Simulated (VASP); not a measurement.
## Si16O (a cell with a defect): single point with PBE

Crystal: Si16O (a cell with a defect).

```xyz
17
Lattice="0.0000 5.4701 -5.4701 5.4701 5.4701 0.0000 5.4701 0.0000 -5.4701" Properties=species:S:1:pos:R:3 pbc="T T T"
Si    1.3964    1.4586   -1.4378
Si    4.0931    4.0505   -1.2968
Si    1.1490    3.8365   -4.0765
Si    3.9131    6.6189   -3.9615
Si    4.1202    1.4291   -4.1897
Si    6.8526    4.1088   -4.0766
Si    4.2921    4.1748   -7.0248
Si    6.8092    6.8514   -6.7975
Si    5.4832    5.4126   -2.6542
Si    2.7670    2.7786   -2.7803
Si    5.2239    7.9498   -5.3799
Si    2.8887    5.5525   -5.7656
Si    8.1966    5.4746   -5.4634
Si    5.5117    2.8083   -5.5249
Si    8.1971    8.2221   -8.1489
Si    5.5966    5.5667   -8.3708
O     1.8599   -1.2042   -0.0424
```

```
Program             : VASP 6.6.1
Task                : single point
Functional          : PBE
Potentials or basis : VASP PAW PBE potentials, release 64 (Si, O)
Cutoff              : 520 eV
k mesh              : 2 × 2 × 2
Occupations         : gaussian, width 0.02 eV
Spin                : no spin polarisation
```

- Pressure: 2.4 GPa
- Largest force: 0.052 eV/Å
- Band gap on the k mesh: 0.51 eV

Forces on the atoms (eV/Å):
```
Si   0.004 -0.015  0.004
Si   0.005 -0.006  0.001
Si  -0.033 -0.025  0.032
Si   0.003 -0.002 -0.010
Si  -0.006  0.002  0.001
Si   0.002  0.005  0.007
Si  -0.019  0.006  0.006
Si  -0.005  0.012  0.001
Si  -0.007  0.004 -0.002
Si  -0.009  0.007  0.008
Si  -0.005 -0.002  0.006
Si   0.022  0.025 -0.020
Si  -0.005 -0.001 -0.006
Si   0.003  0.002 -0.005
Si   0.002 -0.005 -0.003
Si   0.006 -0.003  0.006
O    0.041 -0.002 -0.026
```

Stress tensor (GPa, compression positive):
```
 2.57  1.05 -1.40
 1.05  2.41 -1.54
-1.40 -1.54  2.29
```

Levels at points of the mesh, in eV from the valence-band top:
```tsv
k point	band 33	band 34	band 35	band 36	band 37	band 38
(0.00, 0.00, 0.00)	-0.31	-0.05	0.00	0.51	0.83	0.86
(0.50, 0.00, 0.00)	-0.74	-0.62	-0.55	1.26	1.49	1.61
(0.00, 0.50, 0.00)	-0.80	-0.62	-0.52	1.33	1.45	1.61
(0.00, 0.00, 0.50)	-0.76	-0.58	-0.58	1.34	1.46	1.60
(0.50, 0.50, 0.50)	-0.67	-0.60	-0.04	1.16	1.48	1.54
(0.50, 0.50, 0.00)	-1.26	-1.14	-0.63	1.34	1.48	2.32
(0.00, 0.50, 0.50)	-1.31	-1.04	-0.85	1.40	1.48	2.32
(0.50, 0.00, 0.50)	-1.28	-1.18	-0.27	1.22	1.48	2.33
```

It took 4.5 min on 1 thread of Intel(R) Xeon(R) Platinum 8375C CPU @ 2.90GHz (Ice Lake) (shared host), peak memory 0.49 GiB.

Caveat: the k points lie up to 0.50 Å⁻¹ apart.
